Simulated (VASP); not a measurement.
Runs of VASP 6.6.1 on C. The structure is that of space group P6/mmm (No. 191), or close to it. The cells are those of the table. 

```tsv
task	cell	k mesh	cutoff (eV)	gap on the mesh (eV)	pressure (GPa)	relaxed volume (Å³/atom)
single point	a = 2.468, b = 2.468, c = 3.799 Å, angles 90.0, 90.0, 120.0°, 2 atoms	6 × 6 × 8	520	none	0.4	-
relaxation of cell and atoms	relaxed from a = 2.470, b = 2.470, c = 2.410 Å, angles 90.0, 90.0, 120.0°, 2 atoms	6 × 6 × 8	600	none	0.2	8.65
relaxation of cell and atoms	relaxed from a = 2.466, b = 2.466, c = 4.406 Å, angles 90.0, 90.0, 120.0°, 2 atoms	24 × 24 × 12	600	none	-0.1	(a)
single point	a = 2.466, b = 2.466, c = 4.426 Å, angles 90.0, 90.0, 120.0°, 2 atoms	24 × 24 × 12	520	none	0.4	-
single point	a = 2.470, b = 2.470, c = 2.410 Å, angles 90.0, 90.0, 120.0°, 2 atoms	6 × 6 × 8	520	none	24.1	-
single point	a = 2.466, b = 2.466, c = 4.406 Å, angles 90.0, 90.0, 120.0°, 2 atoms	24 × 24 × 14	520	none	0.4	-
single point	a = 2.466, b = 2.466, c = 4.095 Å, angles 90.0, 90.0, 120.0°, 2 atoms	12 × 12 × 4	520	none	0.5	-
relaxation of cell and atoms	relaxed from a = 2.468, b = 2.468, c = 3.799 Å, angles 90.0, 90.0, 120.0°, 2 atoms	12 × 12 × 4	600	none	0.5	-
```

Alike in all rows: level PBE; potentials or basis VASP PAW PBE potentials, release 64 (C); no spin polarisation; smearing gaussian 0.1 eV.

Q: Fill in the values left out.

A: (a) 10.88.

Caveats: some runs use coarse meshes; this functional lacks dispersion, which binds layers or chains, so the pressure and a relaxed spacing across them are unreliable; the volume moved by over 15 % at a fixed basis, so the end points are rough (at least some runs).

A gap of «none» marks levels without a gap at the run's occupations.
